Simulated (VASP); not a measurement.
# MoS2 (P-3m1) in VASP: further runs

MoS2 is run at these levels: PBEsol+U, LDA; tasks: single point, vibrations by perturbation theory.

Program: VASP 6.6.1. These are calculated values, not measurements. Logs are shortened: lines on timing, memory, paths and dates and some standing lists are left out, and cuts for length are marked.

## 1. The cell of the first run

Symmetry: P-3m1, No. 164, trigonal system. The conventional cell has a = 3.227 Å, b = 3.227 Å, c = 6.312 Å, α = 90.00°, β = 90.00°, γ = 120.00°. Within 3.3 Å of Mo (site symmetry -3m) lie 6 S at 2.42 Å and 6 Mo at 3.23 Å. Within 3.3 Å of S (site symmetry 3m) lie 3 Mo at 2.42 Å and 6 S at 3.23 Å.

## 2. Single point, PBEsol+U

POSCAR

```
MoS2
1.0
    3.2274645616      0.0000000000      0.0000000000
   -1.6137322808      2.7950663001      0.0000000000
    0.0000000000      0.0000000000      6.3124734200
Mo S
1 2
Direct
    0.0000000000      0.0000000000      0.5000000000
    0.6666666667      0.3333333333      0.7446806800
    0.3333333333      0.6666666667      0.2553193200
```

INCAR.step1

```
ALGO = Normal
EDIFF = 1E-6
ENCUT = 400
GGA = PS
GGA_COMPAT = False
ISIF = 2
ISMEAR = -1
LASPH = True
LCHARG = True
LDAU = True
LDAUJ = 0 0
LDAUL = 2 -1
LDAUPRINT = 1
LDAUTYPE = 2
LDAUU = 6 0
LMAXMIX = 4
LORBIT = 11
LREAL = False
LWAVE = False
NBANDS = 20
NEDOS = 2001
NELM = 200
PREC = Accurate
SIGMA = 0.05
```

KPOINTS.step1

```
k-points
0
Gamma
  9 9 4
```

INCAR.step2

```
ALGO = Normal
EDIFF = 1E-6
ENCUT = 400
GGA = PS
GGA_COMPAT = False
ICHARG = 11
ISIF = 2
ISMEAR = -5
LASPH = True
LCHARG = False
LDAU = True
LDAUJ = 0 0
LDAUL = 2 -1
LDAUPRINT = 1
LDAUTYPE = 2
LDAUU = 6 0
LMAXMIX = 4
LORBIT = 10
LREAL = False
LWAVE = False
NEDOS = 1001
NELM = 200
PREC = Accurate
SIGMA = 0.05
```

KPOINTS.step2

```
k-points
0
Gamma
  14 14 6
```

Potentials or basis: VASP PAW PBE potentials, release 64 (Mo_sv, S).

Launch:

```sh
> cat potpaw_PBE.64/Mo_sv/POTCAR potpaw_PBE.64/S/POTCAR > POTCAR
> cp INCAR.step1 INCAR
> cp KPOINTS.step1 KPOINTS
> mpirun -np 1 vasp_std > vasp.out
> cp INCAR.step2 INCAR
> cp KPOINTS.step2 KPOINTS
> mpirun -np 1 vasp_std > vasp.out
```

OUTCAR:

```text
EDIFF = 1E-6
   ENCUT = 400
   GGA = PS
   ICHARG = 11
   ISIF = 2
   ISMEAR = -5
   LASPH = True
   LORBIT = 10
   LREAL = False
   NELM = 200
   PREC = Accurate

 ion  position               nearest neighbor table
   1  0.000  0.000  0.500-   2 2.42   3 2.42   3 2.42   2 2.42   2 2.42   3 2.42
   2  0.667  0.333  0.745-   1 2.42   1 2.42   1 2.42
   3  0.333  0.667  0.255-   1 2.42   1 2.42   1 2.42

  LATTYP: Found a hexagonal cell.
 ALAT       =     3.2274645616
 C/A-ratio  =     1.9558614199

  Lattice vectors:

 A1 = (   3.2274645616,   0.0000000000,   0.0000000000)
 A2 = (  -1.6137322808,   2.7950663001,   0.0000000000)
 A3 = (   0.0000000000,   0.0000000000,   6.3124734200)

Analysis of symmetry for initial positions (statically):
=====================================================================
 Subroutine PRICEL returns:
 Original cell was already a primitive cell.

 Routine SETGRP: Setting up the symmetry group for a
 hexagonal supercell.

 Subroutine GETGRP returns: Found 12 space group operations
 (whereof 12 operations were pure point group operations)
 out of a pool of 24 trial point group operations.

The static configuration has the point symmetry D_3d.

Analysis of symmetry for dynamics (positions and initial velocities):
=====================================================================
 Subroutine PRICEL returns:
 Original cell was already a primitive cell.

 Routine SETGRP: Setting up the symmetry group for a
 hexagonal supercell.

 Subroutine GETGRP returns: Found 12 space group operations
 (whereof 12 operations were pure point group operations)
 out of a pool of 24 trial point group operations.

The dynamic configuration has the point symmetry D_3d.

 Subroutine INISYM returns: Found 12 space group operations
 (whereof 12 operations are pure point group operations),
 and found     1 'primitive' translations

[... 158 lines left out ...]
  0.0000 -0.0194 -0.0000  0.0000  0.3357

 occupancies and eigenvectors

  o =  0.3315  v =  0.0000  0.2081  0.0000  0.0000  0.9781  0.0000  0.0000  0.0000  0.0000  0.0000      0.0000  0.0000  0.0000  0.0000  0.0000  0.0000  0.0000  0.0000  0.0000  0.0000
  o =  0.3315  v =  0.0000  0.0000  0.0000  0.0000  0.0000  0.0000  0.2081  0.0000  0.0000  0.9781      0.0000  0.0000  0.0000  0.0000  0.0000  0.0000  0.0000  0.0000  0.0000  0.0000
  o =  0.3315  v =  0.9781 -0.0000 -0.0000  0.2081 -0.0000  0.0000  0.0000  0.0000  0.0000  0.0000      0.0000  0.0000  0.0000  0.0000  0.0000  0.0000  0.0000  0.0000  0.0000  0.0000
  o =  0.3315  v =  0.0000  0.0000  0.0000  0.0000  0.0000  0.9781 -0.0000 -0.0000  0.2081 -0.0000      0.0000  0.0000  0.0000  0.0000  0.0000  0.0000  0.0000  0.0000  0.0000  0.0000
  o =  0.3837  v = -0.0000  0.0000 -1.0000 -0.0000  0.0000  0.0000  0.0000  0.0000  0.0000  0.0000      0.0000  0.0000  0.0000  0.0000  0.0000  0.0000  0.0000  0.0000  0.0000  0.0000
  o =  0.3837  v =  0.0000  0.0000  0.0000  0.0000  0.0000 -0.0000  0.0000 -1.0000 -0.0000  0.0000      0.0000  0.0000  0.0000  0.0000  0.0000  0.0000  0.0000  0.0000  0.0000  0.0000
  o =  0.4267  v =  0.0000  0.0000  0.0000  0.0000  0.0000  0.0000 -0.9781 -0.0000 -0.0000  0.2081      0.0000  0.0000  0.0000  0.0000  0.0000  0.0000  0.0000  0.0000  0.0000  0.0000
  o =  0.4267  v =  0.0000 -0.9781 -0.0000 -0.0000  0.2081  0.0000  0.0000  0.0000  0.0000  0.0000      0.0000  0.0000  0.0000  0.0000  0.0000  0.0000  0.0000  0.0000  0.0000  0.0000
  o =  0.4267  v =  0.0000  0.0000  0.0000  0.0000  0.0000  0.2081  0.0000  0.0000 -0.9781 -0.0000      0.0000  0.0000  0.0000  0.0000  0.0000  0.0000  0.0000  0.0000  0.0000  0.0000
  o =  0.4267  v =  0.2081  0.0000  0.0000 -0.9781 -0.0000  0.0000  0.0000  0.0000  0.0000  0.0000      0.0000  0.0000  0.0000  0.0000  0.0000  0.0000  0.0000  0.0000  0.0000  0.0000

 number of electron      26.0000003 magnetization

 Free energy of the ion-electron system (eV)
  ---------------------------------------------------
  ext. energy  EPLUGINS =         0.00000000
  ---------------------------------------------------
  free energy    TOTEN  =       -15.48064885 eV

  energy without entropy =      -15.48064885  energy(sigma->0) =      -15.48064885

 E-fermi :   7.0512     XC(G=0): -10.6294

 val. band max:        6.9931933110   @ k =  -0.2143   0.5000   0.1667
 cond. band min:       6.9860916313   @ k =   0.0000   0.0000   0.5000
 fundamental gap:     -0.0071016797
 Fermi energy:         7.0512302919

 k-point     1 :       0.0000    0.0000    0.0000
  band No.  band energies     occupation
      1     -55.3382      2.00000
      2     -29.3829      2.00000
      3     -29.3829      2.00000
      4     -29.3214      2.00000
      5      -7.9478      2.00000
      6      -6.4525      2.00000
[... 457 lines left out ...]
      4     -29.2500      2.00000
      5      -5.8373      2.00000
      6      -5.7334      2.00000
[... 9 lines left out ...]
     16       9.6494      0.00000
     17      10.2176      0.00000

 [... further k-points ...]

------------------------ aborting loop because EDIFF is reached ----------------------------------------

  FORCE on cell =-STRESS in cart. coord.  units (eV):
  Direction    XX          YY          ZZ          XY          YZ          ZX
  --------------------------------------------------------------------------------------
  -------------------------------------------------------------------------------------
  Total       -0.2587460     -0.2587460      0.3107967      0.0000000      0.0000000     -0.0000000
  in kB       -7.2799945     -7.2799945      8.7444757      0.0000000      0.0000000     -0.0000000
  external PRESSURE =      -1.9385044 kB  Pullay stress =       0.0000000 kB

 VOLUME and BASIS-vectors are now :
 -----------------------------------------------------------------------------
  energy-cutoff  :      400.00
  volume of cell :       56.94
      direct lattice vectors                 reciprocal lattice vectors
     3.227464562  0.000000000  0.000000000     0.309840737  0.178886633  0.000000000
    -1.613732281  2.795066300  0.000000000     0.000000000  0.357773266  0.000000000
     0.000000000  0.000000000  6.312473420     0.000000000  0.000000000  0.158416509

 POSITION                                       TOTAL-FORCE (eV/Angst)
 -----------------------------------------------------------------------------------
      0.00000      0.00000      3.15624        -0.000000      0.000000      0.000000
      1.61373      0.93169      4.70078         0.000000     -0.000000      0.273901
     -0.00000      1.86338      1.61170        -0.000000      0.000000     -0.273901
 -----------------------------------------------------------------------------------
    total drift:                                0.000000      0.000000      0.000000

  FREE ENERGIE OF THE ION-ELECTRON SYSTEM (eV)
  ---------------------------------------------------
  free  energy   TOTEN  =       -15.4806488474 eV

  energy  without entropy=      -15.4806488474  energy(sigma->0) =      -15.48064885

 total charge

# of ion       s       p       d       tot
------------------------------------------
    1        2.307   6.226   3.742  12.275
    2        1.359   2.322   0.000   3.680
    3        1.359   2.322   0.000   3.680
--------------------------------------------------
tot          5.024  10.869   3.742  19.635
```

OUTCAR.step1:

```text
EDIFF = 1E-6
   ENCUT = 400
   GGA = PS
   ISIF = 2
   ISMEAR = -1
   LASPH = True
   LORBIT = 11
   LREAL = False
[... 817 lines left out ...]
    total drift:                                0.000000     -0.000000      0.000000

  FREE ENERGIE OF THE ION-ELECTRON SYSTEM (eV)
  ---------------------------------------------------
  free  energy   TOTEN  =       -15.4862823756 eV

  energy  without entropy=      -15.4774169901  energy(sigma->0) =      -15.48184968

 total charge

# of ion       s       p       d       tot
------------------------------------------
    1        2.307   6.226   3.750  12.283
    2        1.359   2.317   0.000   3.676
    3        1.359   2.317   0.000   3.676
--------------------------------------------------
tot          5.025  10.860   3.750  19.635
```

Run time: 44 s. Hardware: 1 thread of Intel Xeon 6975P-C (Granite Rapids), shared host; peak memory 0.21 GiB.

What came out:

* Valence electrons inside the program's atomic spheres: Mo 12.28; S 3.68

Levels at points of the mesh, in eV from the Fermi level:
```tsv
k point	band 11	band 12	band 13	band 14	band 15	band 16
(0.00, 0.00, 0.00)	-1.07	-1.06	-1.06	-0.44	-0.44	3.22
(0.50, 0.00, 0.00)	-3.38	-1.92	-1.81	1.16	1.76	3.56
(0.00, 0.00, 0.50)	-1.06	-1.06	-0.51	-0.51	-0.07	3.37
(0.50, 0.00, 0.50)	-2.58	-2.18	-1.77	1.16	1.81	3.22
```

Eigenvalues of the final occupation matrices:
```csv
site,spin,trace,eigenvalues
site 1 d,1,1.90,0.33 0.33 0.38 0.43 0.43
site 1 d,2,1.90,0.33 0.33 0.38 0.43 0.43
```

Caveat: the PAW data sets were made with another functional, which shifts forces and pressure a little; this functional lacks dispersion, which binds the layers, so the pressure and a relaxed spacing across them are unreliable; U without spin polarisation on a metal has little footing; tetrahedron occupations give inexact forces and stress in metals.

## 3. Single point, PBEsol+U

POSCAR is that of step 2.

INCAR.step1

```
SYSTEM = MoS2
PREC     = Accurate       ! precision mode
ENCUT    = 400            ! plane-wave cutoff, eV
EDIFF    = 1E-6           ! SCF threshold, eV
ISMEAR   = -1             ! smearing method
SIGMA    = 0.05           ! smearing width, eV
LREAL    = .FALSE.        ! projectors in reciprocal space
LASPH    = .TRUE.         ! aspherical terms in the spheres
NELM     = 200            ! most SCF steps
ALGO     = Normal         ! electronic algorithm
ISIF     = 2              ! what is computed and relaxed
LWAVE    = .FALSE.        ! write WAVECAR
LCHARG   = .TRUE.         ! write CHGCAR
LMAXMIX  = 4              ! l up to which the mixer works
LDAU     = .TRUE.         ! DFT+U
LDAUTYPE = 2            
LDAUL    = 2 -1           ! shell
LDAUU    = 8 0            ! U, eV
LDAUJ    = 0 0          
LDAUPRINT= 1            
GGA      = PS             ! functional
NBANDS   = 20             ! bands
GGA_COMPAT= .FALSE.      
NEDOS    = 2001           ! points of the DOS
LORBIT   = 11             ! projections on sites
```

KPOINTS.step1

```
Automatic mesh
0
G
  9 9 4
  0 0 0
```

INCAR.step2

```
SYSTEM = MoS2
PREC     = Accurate       ! precision mode
ENCUT    = 400            ! plane-wave cutoff, eV
EDIFF    = 1E-6           ! SCF threshold, eV
ISMEAR   = -5             ! smearing method
SIGMA    = 0.05           ! smearing width, eV
LREAL    = .FALSE.        ! projectors in reciprocal space
LASPH    = .TRUE.         ! aspherical terms in the spheres
NELM     = 200            ! most SCF steps
ALGO     = Normal         ! electronic algorithm
ISIF     = 2              ! what is computed and relaxed
LWAVE    = .FALSE.        ! write WAVECAR
LCHARG   = .FALSE.        ! write CHGCAR
LMAXMIX  = 4              ! l up to which the mixer works
LDAU     = .TRUE.         ! DFT+U
LDAUTYPE = 2            
LDAUL    = 2 -1           ! shell
LDAUU    = 8 0            ! U, eV
LDAUJ    = 0 0          
LDAUPRINT= 1            
GGA      = PS             ! functional
LORBIT   = 11             ! projections on sites
NBANDS   = 20             ! bands
NEDOS    = 1001           ! points of the DOS
ICHARG   = 11             ! starting density
GGA_COMPAT= .FALSE.
```

KPOINTS.step2

```
Automatic mesh
0
G
  14 14 6
  0 0 0
```

Potentials or basis: VASP PAW PBE potentials, release 64 (Mo_sv, S).

Launch:

```sh
> cat potpaw_PBE.64/Mo_sv/POTCAR potpaw_PBE.64/S/POTCAR > POTCAR
> cp INCAR.step1 INCAR
> cp KPOINTS.step1 KPOINTS
> mpirun -np 1 vasp_std > vasp.out
> cp INCAR.step2 INCAR
> cp KPOINTS.step2 KPOINTS
> mpirun -np 1 vasp_std > vasp.out
```

Wall time 50 s (1 thread of Intel Xeon 6975P-C (Granite Rapids), shared host); peak memory 0.21 GiB.

The run converged. Its results:

```yaml
Valence_electrons_inside_the_program's_atomic_spheres: Mo 12.23; S 3.69
```

Levels at points of the mesh, in eV from the Fermi level:
```tsv
k point	band 10	band 11	band 12	band 13	band 14	band 15	band 16	band 17
(0.00, 0.00, 0.00)	-2.02	-1.10	-1.04	-1.04	-0.46	-0.46	3.27	3.27
(0.50, 0.00, 0.00)	-4.19	-3.42	-1.95	-1.82	1.36	1.76	3.55	3.78
(0.00, 0.00, 0.50)	-3.78	-1.05	-1.05	-0.53	-0.53	-0.09	3.43	3.43
(0.50, 0.00, 0.50)	-4.24	-2.62	-2.19	-1.80	1.36	1.83	3.23	4.21
```

Eigenvalues of the final occupation matrices:
| site | spin | trace | eigenvalues |
| --- | --- | --- | --- |
| site 1 d | 1 | 1.87 | 0.31 0.31 0.40 0.43 0.43 |
| site 1 d | 2 | 1.87 | 0.31 0.31 0.40 0.43 0.43 |

Caveat: the PAW data sets were made with another functional, which shifts forces and pressure a little; this functional lacks dispersion, which binds the layers, so the pressure and a relaxed spacing across them are unreliable; U without spin polarisation on a metal has little footing; tetrahedron occupations give inexact forces and stress in metals.

## 4. Vibrations by perturbation theory, LDA

INCAR

```
SYSTEM = MoS2
PREC = Accurate
ENCUT = 520
EDIFF = 1E-8
ISMEAR = -1
SIGMA = 0.05
LREAL = .False.
LASPH = .True.
NELM = 60
ALGO = Normal
ISIF = 2
LWAVE = .False.
LCHARG = .False.
GGA = CA
NBANDS = 20
IBRION = 8
NSW = 1
```

KPOINTS

```
regular mesh
0
Gamma
  7 7 3
  0 0 0
```

POSCAR is that of step 3.

Potentials or basis: VASP PAW LDA potentials, release 64 (Mo_sv, S).

Launch:

```sh
> cat potpaw_LDA.64/Mo_sv/POTCAR potpaw_LDA.64/S/POTCAR > POTCAR
> mpirun -np 1 vasp_std > vasp.out
```

OUTCAR:

```text
SYSTEM = MoS2
   PREC = Accurate
   ENCUT = 520
   EDIFF = 1E-8
   ISMEAR = -1
   LREAL = .False.
   LASPH = .True.
   NELM = 60
   ISIF = 2
   GGA = CA
   IBRION = 8
   NSW = 1

 ion  position               nearest neighbor table
   1  0.000  0.000  0.500-   2 2.42   3 2.42   3 2.42   2 2.42   2 2.42   3 2.42
   2  0.667  0.333  0.745-   1 2.42   1 2.42   1 2.42
   3  0.333  0.667  0.255-   1 2.42   1 2.42   1 2.42

  LATTYP: Found a hexagonal cell.
 ALAT       =     3.2274645616
 C/A-ratio  =     1.9558614199

  Lattice vectors:

 A1 = (   3.2274645616,   0.0000000000,   0.0000000000)
 A2 = (  -1.6137322808,   2.7950663001,   0.0000000000)
[... 709 lines left out ...]
 INTERNAL STRAIN TENSOR FOR ION    3 for displacements in x,y,z  (eV/Angst):
          X           Y           Z          XY          YZ          ZX
  --------------------------------------------------------------------------------
  x     0.00000     0.00000     0.00000     4.12925     0.00000    10.70860
  y     4.12925    -4.12925     0.00000     0.00000    12.27208     0.00000
  z    11.57688    11.57688    23.33657     0.00000     0.00000    -0.00000

 SECOND DERIVATIVES (NOT SYMMETRIZED)
 ------------------------------------
               1X          1Y          1Z          2X          2Y          2Z          3X          3Y          3Z
  1X    -6.855028    0.000000    0.000000    3.427514    0.000000    0.000000    3.427514    0.000000    0.000000
  1Y     0.000000   -6.855028    0.000000    0.000000    3.427514    0.000000    0.000000    3.427514    0.000000
  1Z     0.000000    0.000000  -22.140269    0.000000    0.000000   11.070135    0.000000    0.000000   11.070135
  2X     3.440558    0.000000    0.000000   -5.514402    0.000000    0.000000    2.073844    0.000000    0.000000
  2Y     0.000000    3.440558    0.000000    0.000000   -5.514402    0.000000    0.000000    2.073844    0.000000
  2Z     0.000000    0.000000   11.102707    0.000000    0.000000  -13.069455    0.000000    0.000000    1.966748
  3X     3.440558    0.000000    0.000000    2.073844    0.000000    0.000000   -5.514402    0.000000    0.000000
  3Y     0.000000    3.440558    0.000000    0.000000    2.073844    0.000000    0.000000   -5.514402    0.000000
  3Z     0.000000    0.000000   11.102707    0.000000    0.000000    1.966748    0.000000    0.000000  -13.069455

 Eigenvectors and eigenvalues of the dynamical matrix
 ----------------------------------------------------

   1 f  =   11.875320 THz    74.614838 2PiTHz  396.118048 cm-1    49.112357 meV
             X         Y         Z           dx          dy          dz
      0.000000  0.000000  3.156237     0.000000    0.000000   -0.632408
      1.613732  0.931689  4.700777     0.000000    0.000000    0.547750
     -0.000000  1.863378  1.611696    -0.000000   -0.000000    0.547750
[... 43 lines left out ...]
   9 f/i=    0.008546 THz     0.053697 2PiTHz    0.285068 cm-1     0.035344 meV
             X         Y         Z           dx          dy          dz
      0.000000  0.000000  3.156237     0.000000   -0.000000    0.774636
      1.613732  0.931689  4.700777     0.000000   -0.000000    0.447180
     -0.000000  1.863378  1.611696     0.000000   -0.000000    0.447180

--------------------------------------------------------------------------------------------------------

 ELASTIC MODULI CONTR FROM IONIC RELAXATION (kBar)
 Direction    XX          YY          ZZ          XY          YZ          ZX
 --------------------------------------------------------------------------------
 XX        -628.0118   -375.1298  -1011.0621      0.0000   -375.7812      0.0000
 YY        -375.1298   -628.0118  -1011.0621      0.0000    375.7812      0.0000
 ZZ       -1011.0621  -1011.0621  -2038.0905      0.0000      0.0000      0.0000
 XY           0.0000      0.0000      0.0000   -126.4410      0.0000   -327.9064
 YZ        -375.7812    375.7812      0.0000      0.0000  -1116.8177      0.0000
 ZX           0.0000      0.0000      0.0000   -327.9064      0.0000   -850.3776
 --------------------------------------------------------------------------------
```

stdout:

```text
POSCAR found type information on POSCAR MoS
 POSCAR found :  2 types and       3 ions
 scaLAPACK will be used
 LDA part: xc-table for (Slater(with rela. corr.)+CA(PZ))
 , standard interpolation
 POSCAR, INCAR and KPOINTS ok, starting setup
 FFT: planning ... GRIDC
 FFT: planning ... GRID_SOFT
 FFT: planning ... GRID
 WAVECAR not read
 entering main loop
 Linear response reoptimize wavefunctions to high precision
 Linear response DOF=           4
 Linear response progress:
 first order change of Fermi-energy   0.71543E-03
 force on displaced ion       1 direction 1 :  -6.855   0.000   0.000
 Linear response progress:
 first order change of Fermi-energy   0.22896E-02
 force on displaced ion       1 direction 3 :   0.000  -0.000 -22.140
 Linear response progress:
 first order change of Fermi-energy   0.32900E-04
 force on displaced ion       2 direction 1 :  -5.514   0.000   0.000
 Linear response progress:
 first order change of Fermi-energy  -0.33551E+00
 force on displaced ion       2 direction 3 :   0.000   0.000 -13.069
 Linear response finished
```

Wall time 2.9 min (1 thread of Intel Xeon Platinum 8488C (Sapphire Rapids), shared host); peak memory 0.33 GiB.

What came out:

| Item | Value |
| --- | --- |
| Highest phonon frequency at Γ, LO-TO splitting left out | 396 cm⁻¹ |

Phonon frequencies in cm⁻¹ (negative: imaginary):
```csv
q point,frequencies
"(0.000, 0.000, 0.000)",0 0 0 220 220 254 254 357 396
```

Caveat: the cell stands under pressure or tension, which shifts response properties.
